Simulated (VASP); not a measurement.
Input of a VASP 6.6.1 run:

POSCAR

```
SiGe
1.0
    3.7872463137      0.0000000000      0.0000000000
   -1.8936231569      3.2798515181      0.0000000000
    0.0000000000      0.0000000000      6.2600692772
Si Ge
2 2
Direct
    0.6666666667      0.3333333333      0.8742631104
    0.3333333333      0.6666666667      0.3742631104
    0.6666666667      0.3333333333      0.5007358896
    0.3333333333      0.6666666667      0.0007358896
```

The input INCAR.step1:

```
SYSTEM = SiGe
ALGO     = Normal         ! electronic algorithm
EDIFF    = 1E-4           ! SCF threshold, eV
ENCUT    = 520            ! plane-wave cutoff, eV
GGA      = PE             ! functional
ISMEAR   = 0              ! smearing method
LASPH    = .TRUE.         ! aspherical terms in the spheres
LCHARG   = .FALSE.        ! write CHGCAR
LREAL    = .FALSE.        ! projectors in reciprocal space
LWAVE    = .TRUE.         ! write WAVECAR
NBANDS   = 26             ! bands
NELM     = 100            ! most SCF steps
PREC     = Accurate       ! precision mode
SIGMA    = 0.02           ! smearing width, eV
```

File INCAR.step2:

```
SYSTEM = SiGe
ALGO     = Normal         ! electronic algorithm
EDIFF    = 1E-6           ! SCF threshold, eV
ENCUT    = 520            ! plane-wave cutoff, eV
ISIF     = 2              ! what is computed and relaxed
ISMEAR   = 0              ! smearing method
ISTART   = 1            
LASPH    = .TRUE.         ! aspherical terms in the spheres
LCHARG   = .TRUE.         ! write CHGCAR
LELF     = .TRUE.         ! ELF
LMIXTAU  = .TRUE.       
LREAL    = .FALSE.        ! projectors in reciprocal space
LVHAR    = .TRUE.       
LWAVE    = .FALSE.        ! write WAVECAR
METAGGA  = R2SCAN         ! meta-GGA
NBANDS   = 26             ! bands
NELM     = 100            ! most SCF steps
PREC     = Accurate       ! precision mode
SIGMA    = 0.02           ! smearing width, eV
```

The input KPOINTS:

```
k-points
0
G
  12 12 4
  0 0 0
```

Potentials or basis: VASP PAW PBE potentials, release 64 (Si, Ge_d).

Command:

```bash
$ cat potpaw_PBE.64/Si/POTCAR potpaw_PBE.64/Ge_d/POTCAR > POTCAR
$ cp INCAR.step1 INCAR
$ mpirun -np 1 vasp_std > vasp.out
$ cp INCAR.step2 INCAR
$ mpirun -np 1 vasp_std > vasp.out
```

(1) Estimate the band gap on the k mesh.

(2) What does it give for the pressure?

Results:

(1) 0.50 eV, indirect (least direct gap 1.06 eV).

(2) 9.4 GPa.

Caveat: the PAW data sets were made with another functional, which shifts forces and pressure a little.
